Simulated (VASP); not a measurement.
# BaTiO3 (Amm2) in VASP: single point with r2SCAN

Aim: the single point of BaTiO3 with r2SCAN.

Everything below comes from runs of VASP 6.6.1. Logs are shortened: lines on timing, memory, paths and dates and some standing lists are left out, and cuts for length are marked.

## 1. The cell of the first run

Symmetry: Amm2, No. 38, orthorhombic system. Conventional cell: a = 3.999 Å, b = 5.695 Å, c = 5.713 Å, α = 90.00°, β = 90.00°, γ = 90.00°. Ba (site symmetry mm2) has 12 O at 2.81 to 2.90 Å and 8 Ti at 3.45 to 3.52 Å within 3.7 Å. Within 2.6 Å of Ti (site symmetry mm2) lie 6 O at 1.96 to 2.07 Å. O (site symmetry mm2) has 2 Ti at 2.00 Å within 2.7 Å. O (site symmetry m) has 2 Ti at 1.96 to 2.07 Å within 2.6 Å. Within 2.6 Å of O (site symmetry m) lie 2 Ti at 1.96 to 2.07 Å.

## 2. Single point, r2SCAN

Contents of POSCAR:

```
BaTiO3
1.0
   -3.9989180700      0.0000000000      0.0000000000
    0.0000000000     -2.8476018500      2.8563843900
    0.0000000000      5.6952037000      5.7127687800
Ba Ti O
2 2 6
Direct
    0.0000000000      0.0000000000      0.0000000000
    0.0000000000      0.0000000000      0.5000000000
    0.5000000000      0.5079000000      0.2539500000
    0.5000000000      0.5079000000      0.7539500000
    0.0000000000      0.4921000000      0.2460500000
    0.0000000000      0.4921000000      0.7460500000
    0.5000000000      0.9937100000      0.2512550000
    0.5000000000      0.9937100000      0.7512550000
    0.5000000000      0.5025100000      0.4968550000
    0.5000000000      0.5025100000      0.9968550000
```

Contents of INCAR.step1:

```
SYSTEM = BaTiO3
PREC = Accurate
ENCUT = 520
ISMEAR = -1
SIGMA = 0.0895
LREAL = .False.
LASPH = .True.
NELM = 60
NBANDS = 51
GGA = PE
ALGO = Normal
EDIFF = 1E-4
LWAVE = .True.
LCHARG = .False.
```

Contents of INCAR.step2:

```
SYSTEM = BaTiO3
PREC = Accurate
ENCUT = 520
EDIFF = 1E-7
ISMEAR = -1
SIGMA = 0.0895
LREAL = .False.
LASPH = .True.
NELM = 60
ALGO = Normal
ISIF = 2
LWAVE = .False.
LCHARG = .False.
METAGGA = R2SCAN
LMIXTAU = .True.
NBANDS = 51
ISTART = 1
```

Contents of KPOINTS:

```
Automatic mesh
0
Gamma
  7 6 3
  0 0 0
```

Potentials or basis: VASP PAW PBE potentials, release 64 (Ba_sv, Ti_sv, O).

Started as:

```bash
> cat potpaw_PBE.64/Ba_sv/POTCAR potpaw_PBE.64/Ti_sv/POTCAR potpaw_PBE.64/O/POTCAR > POTCAR
> cp INCAR.step1 INCAR
> mpirun -np 1 vasp_std > vasp.out
> cp INCAR.step2 INCAR
> mpirun -np 1 vasp_std > vasp.out
```

OUTCAR:

```text
SYSTEM = BaTiO3
   PREC = Accurate
   ENCUT = 520
   EDIFF = 1E-7
   ISMEAR = -1
   LREAL = .False.
   LASPH = .True.
   NELM = 60
   ISIF = 2
   METAGGA = R2SCAN
   ISTART = 1

 ion  position               nearest neighbor table
   1  0.000  0.000  0.000-   5 2.81   8 2.83  10 2.83   8 2.83  10 2.83  10 2.85   7 2.85  10 2.85
                             7 2.85   5 2.85   6 2.85   6 2.90   4 3.45   4 3.45   4 3.48   4 3.48
   2  0.000  0.000  0.500-   6 2.81   7 2.83   9 2.83   7 2.83   9 2.83   9 2.85   8 2.85   8 2.85
                             9 2.85   6 2.85   5 2.85   5 2.90   3 3.45   3 3.45   3 3.48   3 3.48
   3  0.500  0.508  0.254-   9 1.96   7 1.96   5 2.00   5 2.00   7 2.07  10 2.07   2 3.45   2 3.45
                             2 3.48   2 3.48   1 3.48   1 3.48   1 3.52   1 3.52
   4  0.500  0.508  0.754-  10 1.96   8 1.96   6 2.00   6 2.00   8 2.07   9 2.07   1 3.45   1 3.45
                             1 3.48   1 3.48   2 3.48   2 3.48   2 3.52   2 3.52
   5  0.000  0.492  0.246-   3 2.00   3 2.00   1 2.81   1 2.85   2 2.85   2 2.90
   6  0.000  0.492  0.746-   4 2.00   4 2.00   2 2.81   2 2.85   1 2.85   1 2.90
   7  0.500  0.994  0.251-   3 1.96   3 2.07   2 2.83   2 2.83   1 2.85   1 2.85
   8  0.500  0.994  0.751-   4 1.96   4 2.07   1 2.83   1 2.83   2 2.85   2 2.85
   9  0.500  0.503  0.497-   3 1.96   4 2.07   2 2.83   2 2.83   2 2.85   2 2.85
  10  0.500  0.503  0.997-   4 1.96   3 2.07   1 2.83   1 2.83   1 2.85   1 2.85

  LATTYP: Found a simple monoclinic cell.
 ALAT       =     4.0333321311
 B/A-ratio  =     0.9914675856
 C/A-ratio  =     2.0000000000
 COS(beta)  =    -0.0030794321

  Lattice vectors:

 A1 = (   0.0000000000,  -2.8476018500,   2.8563843900)
 A2 = (  -3.9989180700,   0.0000000000,   0.0000000000)
 A3 = (   0.0000000000,  -5.6952037000,  -5.7127687800)

Analysis of symmetry for initial positions (statically):
=====================================================================
 Subroutine PRICEL returns following result:

  LATTYP: Found a base centered orthorhombic cell.
 ALAT       =     5.6952037000
 B/A-ratio  =     1.0030841882
 C/A-ratio  =     0.7021554067

  Lattice vectors:

 A1 = (   0.0000000000,  -2.8476018500,  -2.8563843900)
 A2 = (   0.0000000000,  -2.8476018500,   2.8563843900)
 A3 = (  -3.9989180700,   0.0000000000,   0.0000000000)

   2 primitive cells build up your supercell.

 Routine SETGRP: Setting up the symmetry group for a
 simple monoclinic supercell.

 Subroutine GETGRP returns: Found  2 space group operations
 (whereof  2 operations were pure point group operations)
 out of a pool of  4 trial point group operations.

The static configuration has the point symmetry C_1h.

Analysis of symmetry for dynamics (positions and initial velocities):
=====================================================================
 Subroutine PRICEL returns following result:

  LATTYP: Found a base centered orthorhombic cell.
 ALAT       =     5.6952037000
 B/A-ratio  =     1.0030841882
 C/A-ratio  =     0.7021554067

  Lattice vectors:

 A1 = (   0.0000000000,  -2.8476018500,  -2.8563843900)
 A2 = (   0.0000000000,  -2.8476018500,   2.8563843900)
 A3 = (  -3.9989180700,   0.0000000000,   0.0000000000)

   2 primitive cells build up your supercell.

 Routine SETGRP: Setting up the symmetry group for a
 simple monoclinic supercell.

 Subroutine GETGRP returns: Found  2 space group operations
 (whereof  2 operations were pure point group operations)
 out of a pool of  4 trial point group operations.

The dynamic configuration has the point symmetry C_1h.

 Subroutine INISYM returns: Found  2 space group operations
 (whereof  2 operations are pure point group operations),
 and found     2 'primitive' translations

----------------------------------------------------------------------------------------

                                     Primitive cell

  volume of cell :      65.0532

  direct lattice vectors                    reciprocal lattice vectors
     0.000000000 -2.847601850 -2.856384390     0.000000000 -0.175586345 -0.175046468
[... 47 lines left out ...]
|           W WW W  AAAAAA  RRRRR   N  N N  II  N  N N  G  GGG   !            |
|           WW  WW  A    A  R   R   N   NN  II  N   NN  G    G                |
|           W    W  A    A  R    R  N    N  II  N    N   GGGG   !!!           |
|                                                                             |
|     Your reciprocal lattice and k-lattice belong to different lattice       |
|     classes:                                                                |
|                                                                             |
|        The reciprocal lattice is simple monoclinic,                         |
|        whereas your k-lattice is base centered orthorhombic.                |
|                                                                             |
|     Results are often still useful ...                                      |
|                                                                             |
 -----------------------------------------------------------------------------

 Subroutine IBZKPT returns following result:
 ===========================================

 Found     40 irreducible k-points:

 Following reciprocal coordinates:
            Coordinates               Weight
  0.000000  0.000000  0.000000      1.000000
  0.142857  0.000000  0.000000      2.000000
  0.285714  0.000000  0.000000      2.000000
  0.428571  0.000000  0.000000      2.000000
  0.000000  0.166667  0.000000      2.000000
  0.142857  0.166667  0.000000      4.000000
[... 16 lines left out ...]
  0.285714  0.166667  0.333333      4.000000
  0.428571  0.166667  0.333333      4.000000
 [... further k-points ...]
   k-points           NKPTS =     40   k-points in BZ     NKDIM =     40   number of bands    NBANDS=     51
   number of dos      NEDOS =    301   number of ions     NIONS =     10
   total plane-waves  NPLWV =  54000
   dimension x,y,z NGX =    30 NGY =   30 NGZ =   60
   dimension x,y,z NGXF=    60 NGYF=   60 NGZF=  120
   ions per type =               2   2   6
   NGX,Y,Z   is equivalent  to a cutoff of  12.47, 12.37, 12.37 a.u.
   NGXF,Y,Z  is equivalent  to a cutoff of  24.94, 24.73, 24.73 a.u.
 SYSTEM =  BaTiO3
   PREC   = accura    normal or accurate (medium, high low for compatibility)
   ISTART =      1    job   : 0-new  1-cont  2-samecut
   ICHARG =      0    charge: 1-file 2-atom 10-const
   ISPIN  =      1    spin polarized calculation?
   LNONCOLLINEAR =      F non collinear calculations
   LSORBIT =      F    spin-orbit coupling
   LASPH  =      T    aspherical Exc in radial PAW
   ENCUT  =  520.0 eV  38.22 Ry    6.18 a.u.   7.44  7.50 15.00*2*pi/ulx,y,z
   NELM   =     60;   NELMIN=  2; NELMDL=  0     # of ELM steps
   EDIFF  = 0.1E-06   stopping-criterion for ELM
   LREAL  =      F    real-space projection
   EDIFFG = 0.1E-05   stopping-criterion for IOM
   NSW    =      0    number of steps for IOM
   IBRION =     -1    ionic relax: 0-MD 1-quasi-New 2-CG
   NFREE  =      0    steps in history (QN), initial steepest desc. (CG)
   ISIF   =      2    stress and relaxation
   ISYM   =      2    0-nonsym 1-usesym 2-fastsym
   POTIM  = 0.5000    time-step for ionic-motion
   TEBEG  =    0.0;   TEEND  =   0.0 temperature during run
   PSTRESS=    0.0 pullay stress
   NELECT =      80.0000    total number of electrons
   NUPDOWN=      -1.0000    fix difference up-down
   EMIN   =  10.00;   EMAX   =-10.00  energy-range for DOS
   EFERMI =   0.00;   METHOD = LEGACY
   ISMEAR =    -1;   SIGMA  =   0.09  broadening in eV -4-tet -1-fermi 0-gaus
   EFERMI_NEDOS =   21; number of points for ismear=-14 and -15
   IALGO  =     38    algorithm
   IMIX   =      4    mixing-type and parameters
     AMIX     =   0.40;   BMIX     =  1.00
     AMIX_MAG =   1.60;   BMIX_MAG =  1.00
  volume/ion in A,a.u.               =      13.01        87.80
  Fermi-wavevector in a.u.,A,eV,Ry     =   1.392105  2.630697 26.367500  1.937957
  Thomas-Fermi vector in A             =   2.515880
   LORBIT       =      0    0 simple, 1 ext, 2 COOP (PROOUT), +10 PAW based schemes
   METAGGA = R2SCAN    functional components
   LHFCALC =     F    Hartree Fock is set to
   AEXX    =    0.0000 exact exchange contribution
   IVDW    =     0    specifies the selected vdW correction
   LEPSILON=     F    determine dielectric tensor
   LRPA    =     F    only Hartree local field effects (RPA)
 non-spin polarized calculation
  energy-cutoff  :      520.00
  volume of cell :      130.11
 maximum number of plane-waves:      3535
 NGX is ok and might be reduce to    30
   NGX = 15   NGY = 15   NGZ = 29

 number of electron      79.9999981 magnetization

 Free energy of the ion-electron system (eV)
  ---------------------------------------------------
  ext. energy  EPLUGINS =         0.00000000
  ---------------------------------------------------
  free energy    TOTEN  =      -148.47248572 eV

  energy without entropy =     -148.47248294  energy(sigma->0) =     -148.47248433

 E-fermi :   4.5367     XC(G=0): -11.8349

 val. band max:        3.3886382236   @ k =   0.4286   0.5000   0.0000
 cond. band min:       5.5760921599   @ k =   0.0000   0.0000   0.0000
 fundamental gap:      2.1874539363
 Fermi energy:         4.5367428430

 k-point     1 :       0.0000    0.0000    0.0000
  band No.  band energies     occupation
      1     -55.4867      2.00000
      2     -55.4857      2.00000
      3     -30.6953      2.00000
      4     -30.6443      2.00000
      5     -30.6423      2.00000
      6     -30.6415      2.00000
[... 1285 lines left out ...]
     50      10.8065      0.00000
     51      11.5400      0.00000

 [... further k-points ...]
[... 5 lines left out ...]
  --------------------------------------------------------------------------------------
  -------------------------------------------------------------------------------------
  Total       -0.5223741     -1.0619223     -1.6607725      0.0000000      0.0000449      0.0000000
  in kB       -6.4327071    -13.0769032    -20.4513661      0.0000000      0.0005527      0.0000000
  external PRESSURE =     -13.3203255 kB  Pullay stress =       0.0000000 kB

 VOLUME and BASIS-vectors are now :
 -----------------------------------------------------------------------------
  energy-cutoff  :      520.00
  volume of cell :      130.11
      direct lattice vectors                 reciprocal lattice vectors
    -3.998918070  0.000000000  0.000000000    -0.250067639  0.000000000  0.000000000
     0.000000000 -2.847601850  2.856384390     0.000000000 -0.175586345  0.175046468
     0.000000000  5.695203700  5.712768780     0.000000000  0.087793172  0.087523234

 POSITION                                       TOTAL-FORCE (eV/Angst)
 -----------------------------------------------------------------------------------
      0.00000      0.00000      0.00000        -0.000000      0.000000      0.089196
      0.00000      2.84760      2.85638        -0.000000      0.000000      0.089196
     -1.99946      0.00000      2.90152         0.000000     -0.000002      0.202667
     -1.99946      2.84760      5.75790         0.000000     -0.000002      0.202667
      0.00000     -0.00000      2.81125        -0.000000     -0.000000      0.132497
      0.00000      2.84760      5.66764        -0.000000     -0.000000      0.132497
     -1.99946     -1.39874      4.27378        -0.000000      0.032848     -0.212183
     -1.99946      1.44886      7.13016        -0.000000      0.032848     -0.212183
     -1.99946      1.39874      4.27378        -0.000000     -0.032846     -0.212178
     -1.99946      4.24634      7.13016        -0.000000     -0.032846     -0.212178
 -----------------------------------------------------------------------------------
    total drift:                               -0.000000      0.000000      0.017794

  FREE ENERGIE OF THE ION-ELECTRON SYSTEM (eV)
  ---------------------------------------------------
  free  energy   TOTEN  =      -148.4724857163 eV

  energy  without entropy=     -148.4724829400  energy(sigma->0) =     -148.47248433
```

Run time: 29 min. Hardware: 1 thread of Oxide Virtual Turin-like, shared host; peak memory 0.35 GiB.

Results:

```
Free energy            : -148.4725 eV
Pressure               : -1.3 GPa
Largest force          : 0.215 eV/Å
Band gap on the k mesh : 2.19 eV
```

Forces on the atoms (eV/Å):
```
Ba   0.000  0.000  0.089
Ba   0.000  0.000  0.089
Ti   0.000  0.000  0.203
Ti   0.000  0.000  0.203
O    0.000  0.000  0.132
O    0.000  0.000  0.132
O    0.000  0.033 -0.212
O    0.000  0.033 -0.212
O    0.000 -0.033 -0.212
O    0.000 -0.033 -0.212
```

Stress tensor (GPa, compression positive):
```
-0.64  0.00  0.00
 0.00 -1.31  0.00
 0.00  0.00 -2.05
```

Caveat: the PAW data sets were made with another functional, which shifts forces and pressure a little; spin-orbit coupling is left out, which moves the levels of the heavy elements.
